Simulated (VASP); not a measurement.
A run of VASP 6.6.1 is set up as follows.

Contents of INCAR:

```
PREC = Accurate
ENCUT = 520
EDIFF = 1E-6
ISMEAR = 0
SIGMA = 0.1
LREAL = False
LASPH = True
NELM = 150
ALGO = Normal
ISIF = 2
LWAVE = False
LCHARG = False
ISPIN = 2
MAGMOM = 1.81 0
LORBIT = 11
LMAXMIX = 4
GGA = PE
NBANDS = 20
```

The input KPOINTS:

```
regular mesh
0
Gamma
  16 16 16
```

The input POSCAR:

```
TiBr
1.0
    0.0000000000      2.9951997847      2.9951997847
    2.9951997847      0.0000000000      2.9951997847
    2.9951997847      2.9951997847      0.0000000000
Ti Br
1 1
Direct
    0.0000000000      0.0000000000      0.0000000000
    0.7500000000      0.7500000000      0.7500000000
```

Potentials or basis: VASP PAW PBE potentials, release 64 (Ti_sv, Br).

Run with:

```console
$ cat potpaw_PBE.64/Ti_sv/POTCAR potpaw_PBE.64/Br/POTCAR > POTCAR
$ mpirun -np 1 vasp_std > vasp.out
```

**Question.** Predict the pressure.

**Answer.** 0.1 GPa.

**Question.** What does it give for the site moments?

**Answer.** Ti +1.74; Br +0.01 μB.
